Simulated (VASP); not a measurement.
# Pb (P6_3/mmc) in VASP: further runs

Pb is run at these levels: PBE, PBEsol; tasks: single point.

Program: VASP 6.6.1. These are calculated values, not measurements. Logs are shortened: lines on timing, memory, paths and dates and some standing lists are left out, and cuts for length are marked.

## Step 1: The cell of the first run

Symmetry: P6_3/mmc, No. 194, hexagonal system. Conventional cell: a = 3.472 Å, b = 3.472 Å, c = 5.997 Å, α = 90.00°, β = 90.00°, γ = 120.00°. Within 4.6 Å of Pb (site symmetry -6m2) lie 12 Pb at 3.47 to 3.61 Å.

## Step 2: Single point, PBE

The input, INCAR:

```
SYSTEM = Pb
PREC = Accurate ; ENCUT = 500
EDIFF = 1E-6 ; ISMEAR = 0
SIGMA = 0.1 ; LREAL = .FALSE.
LASPH = .TRUE. ; NELM = 120
ALGO = Normal ; ISIF = 2
LWAVE = .FALSE. ; LCHARG = .TRUE.
GGA = PE ; LELF = .TRUE.
LVHAR = .TRUE. ; NBANDS = 21
GGA_COMPAT = .FALSE.
```

The input, KPOINTS:

```
regular mesh
0
G
  3 3 2
  0 0 0
```

The input, POSCAR:

```
Pb
1.0
    3.4715901269      0.0000000000      0.0000000000
   -1.7357950634      3.0064852414      0.0000000000
    0.0000000000      0.0000000000      5.9973895700
Pb
2
Direct
    0.3333333333      0.6666666667      0.2500000000
    0.6666666667      0.3333333333      0.7500000000
```

Potentials or basis: VASP PAW PBE potentials, release 64 (Pb_d).

The run is started by

```sh
$ cat potpaw_PBE.64/Pb_d/POTCAR > POTCAR
$ mpirun -np 1 vasp_std > vasp.out
```

OUTCAR:

```text
SYSTEM = Pb
   PREC = Accurate
   ENCUT = 500
   EDIFF = 1E-6
   ISMEAR = 0
   LREAL = .FALSE.
   LASPH = .TRUE.
   NELM = 120
   ISIF = 2
   GGA = PE

 ion  position               nearest neighbor table
   1  0.333  0.667  0.250-   2 3.61   2 3.61   2 3.61   2 3.61   2 3.61   2 3.61
   2  0.667  0.333  0.750-   1 3.61   1 3.61   1 3.61   1 3.61   1 3.61   1 3.61

  LATTYP: Found a hexagonal cell.
 ALAT       =     3.4715901269
 C/A-ratio  =     1.7275626876

  Lattice vectors:

 A1 = (   3.4715901269,   0.0000000000,   0.0000000000)
 A2 = (  -1.7357950634,   3.0064852414,   0.0000000000)
 A3 = (   0.0000000000,   0.0000000000,   5.9973895700)

Analysis of symmetry for initial positions (statically):
=====================================================================
 Subroutine PRICEL returns:
 Original cell was already a primitive cell.

 Routine SETGRP: Setting up the symmetry group for a
 hexagonal supercell.

 Subroutine GETGRP returns: Found 24 space group operations
 (whereof 12 operations were pure point group operations)
 out of a pool of 24 trial point group operations.

The static configuration has the point symmetry D_3d.
 The point group associated with its full space group is D_6h.

Analysis of symmetry for dynamics (positions and initial velocities):
=====================================================================
 Subroutine PRICEL returns:
 Original cell was already a primitive cell.

 Routine SETGRP: Setting up the symmetry group for a
 hexagonal supercell.

 Subroutine GETGRP returns: Found 24 space group operations
 (whereof 12 operations were pure point group operations)
 out of a pool of 24 trial point group operations.

The dynamic configuration has the point symmetry D_3d.
 The point group associated with its full space group is D_6h.

 Subroutine INISYM returns: Found 24 space group operations
 (whereof 12 operations are pure point group operations),
 and found     1 'primitive' translations

----------------------------------------------------------------------------------------

                                     Primitive cell

  volume of cell :      62.5965

  direct lattice vectors                    reciprocal lattice vectors
     3.471590127  0.000000000  0.000000000     0.288052438  0.166307153  0.000000000
    -1.735795063  3.006485241  0.000000000     0.000000000  0.332614305  0.000000000
     0.000000000  0.000000000  5.997389570     0.000000000  0.000000000  0.166739210
[... 62 lines left out ...]
   LASPH  =      T    aspherical Exc in radial PAW
   ENCUT  =  500.0 eV  36.75 Ry    6.06 a.u.   6.33  6.33 10.93*2*pi/ulx,y,z
   NELM   =    120;   NELMIN=  2; NELMDL= -5     # of ELM steps
   EDIFF  = 0.1E-05   stopping-criterion for ELM
   LREAL  =      F    real-space projection
   EDIFFG = 0.1E-04   stopping-criterion for IOM
   NSW    =      0    number of steps for IOM
   IBRION =     -1    ionic relax: 0-MD 1-quasi-New 2-CG
   NFREE  =      0    steps in history (QN), initial steepest desc. (CG)
   ISIF   =      2    stress and relaxation
   ISYM   =      2    0-nonsym 1-usesym 2-fastsym
   POTIM  = 0.5000    time-step for ionic-motion
   TEBEG  =    0.0;   TEEND  =   0.0 temperature during run
   PSTRESS=    0.0 pullay stress
   NELECT =      28.0000    total number of electrons
   NUPDOWN=      -1.0000    fix difference up-down
   EMIN   =  10.00;   EMAX   =-10.00  energy-range for DOS
   EFERMI =   0.00;   METHOD = LEGACY
   ISMEAR =     0;   SIGMA  =   0.10  broadening in eV -4-tet -1-fermi 0-gaus
   EFERMI_NEDOS =   21; number of points for ismear=-14 and -15
   IALGO  =     38    algorithm
   IMIX   =      4    mixing-type and parameters
     AMIX     =   0.40;   BMIX     =  1.00
     AMIX_MAG =   1.60;   BMIX_MAG =  1.00
  volume/ion in A,a.u.               =      31.30       211.21
  Fermi-wavevector in a.u.,A,eV,Ry     =   1.252019  2.365973 21.327833  1.567552
  Thomas-Fermi vector in A             =   2.385939
   LORBIT       =      0    0 simple, 1 ext, 2 COOP (PROOUT), +10 PAW based schemes
   GGA     = PE    functional components
   LHFCALC =     F    Hartree Fock is set to
   AEXX    =    0.0000 exact exchange contribution
   IVDW    =     0    specifies the selected vdW correction
   LEPSILON=     F    determine dielectric tensor
   LRPA    =     F    only Hartree local field effects (RPA)
 non-spin polarized calculation
 Gauss-broadening in eV      SIGMA  =   0.10
  energy-cutoff  :      500.00
  volume of cell :       62.60
 maximum number of plane-waves:      1605
 NGX is ok and might be reduce to    28
   NGX = 13   NGY = 13   NGZ = 21

 number of electron      28.0000001 magnetization

 Free energy of the ion-electron system (eV)
  ---------------------------------------------------
  ext. energy  EPLUGINS =         0.00000000
  ---------------------------------------------------
  free energy    TOTEN  =        -7.15442581 eV

  energy without entropy =       -7.14443906  energy(sigma->0) =       -7.14943244

 E-fermi :   6.1227     XC(G=0): -10.0460

 val. band max:        5.5260259231   @ k =   0.3333   0.0000   0.5000
 cond. band min:       6.1703695592   @ k =   0.3333   0.3333   0.0000
 fundamental gap:      0.6443436361
 Fermi energy:         6.1226759345

 k-point     1 :       0.0000    0.0000    0.0000
  band No.  band energies     occupation
      1     -10.2059      2.00000
      2     -10.2042      2.00000
      3     -10.1436      2.00000
      4     -10.1436      2.00000
      5     -10.1288      2.00000
      6     -10.1288      2.00000
[... 133 lines left out ...]
     20      15.1764      0.00000
     21      15.2553      0.00000

------------------------ aborting loop because EDIFF is reached ----------------------------------------

  FORCE on cell =-STRESS in cart. coord.  units (eV):
  Direction    XX          YY          ZZ          XY          YZ          ZX
  --------------------------------------------------------------------------------------
  -------------------------------------------------------------------------------------
  Total        2.9534533      2.9534533     -5.8552171      0.0000000      0.0000000     -0.0000000
  in kB       75.5946246     75.5946246   -149.8662368      0.0000000      0.0000000     -0.0000000
  external PRESSURE =       0.4410041 kB  Pullay stress =       0.0000000 kB

 VOLUME and BASIS-vectors are now :
 -----------------------------------------------------------------------------
  energy-cutoff  :      500.00
  volume of cell :       62.60
      direct lattice vectors                 reciprocal lattice vectors
     3.471590127  0.000000000  0.000000000     0.288052438  0.166307153  0.000000000
    -1.735795063  3.006485241  0.000000000     0.000000000  0.332614305  0.000000000
     0.000000000  0.000000000  5.997389570     0.000000000  0.000000000  0.166739210

 POSITION                                       TOTAL-FORCE (eV/Angst)
 -----------------------------------------------------------------------------------
     -0.00000      2.00432      1.49935         0.000000      0.000000      0.000000
      1.73580      1.00216      4.49804        -0.000000     -0.000000      0.000000
 -----------------------------------------------------------------------------------
    total drift:                                0.000000     -0.000000      0.000000

  FREE ENERGIE OF THE ION-ELECTRON SYSTEM (eV)
  ---------------------------------------------------
  free  energy   TOTEN  =        -7.1544258138 eV

  energy  without entropy=       -7.1444390596  energy(sigma->0) =       -7.14943244
```

OSZICAR:

```text
N       E                     dE             d eps       ncg     rms          rms(c)
DAV:   1     0.297353442858E+03    0.29735E+03   -0.13730E+04   252   0.156E+03
DAV:   2     0.153200796236E+02   -0.28203E+03   -0.27457E+03   252   0.407E+02
DAV:   3    -0.644088209474E+01   -0.21761E+02   -0.21523E+02   297   0.136E+02
DAV:   4    -0.714472270131E+01   -0.70384E+00   -0.70362E+00   295   0.282E+01
DAV:   5    -0.717928342206E+01   -0.34561E-01   -0.34560E-01   340   0.560E+00    0.735E-01
DAV:   6    -0.715940102261E+01    0.19882E-01   -0.38983E-02   344   0.259E+00    0.389E-01
DAV:   7    -0.715451261748E+01    0.48884E-02   -0.15727E-02   337   0.165E+00    0.145E-01
DAV:   8    -0.715443360266E+01    0.79015E-04   -0.12294E-03   345   0.492E-01    0.192E-02
DAV:   9    -0.715442383807E+01    0.97646E-05   -0.41032E-05   313   0.101E-01    0.849E-03
DAV:  10    -0.715442566309E+01   -0.18250E-05   -0.50575E-06   265   0.206E-02    0.769E-04
DAV:  11    -0.715442581382E+01   -0.15073E-06   -0.58783E-07   166   0.106E-02
   1 F= -.71544258E+01 E0= -.71494324E+01  d E =-.998675E-02
```

stdout:

```text
POSCAR found type information on POSCAR Pb
 POSCAR found :  1 types and       2 ions
 scaLAPACK will be used
 LDA part: xc-table for (Slater+PW92), standard interpolation
 POSCAR, INCAR and KPOINTS ok, starting setup
 FFT: planning ... GRIDC
 FFT: planning ... GRID_SOFT
 FFT: planning ... GRID
 WAVECAR not read
 entering main loop
```

Wall time 8.3 s (1 thread of Intel Xeon Platinum 8488C (Sapphire Rapids), shared host); peak memory 0.17 GiB.

What came out:

| Item | Value |
| --- | --- |
| Free energy | -7.1544 eV |
| Pressure | 0.0 GPa |
| Band gap on the k mesh | zero (band 14 reaches 12.93 eV, above the bottom of band 15 at 5.49 eV) |

Stress tensor (GPa, compression positive):
```
  7.56   0.00   0.00
  0.00   7.56   0.00
  0.00   0.00 -14.99
```

Caveat: the k points lie up to 0.70 Å⁻¹ apart; spin-orbit coupling is left out, which moves the levels of the heavy elements.

(Part 1 of 2 ends here.)
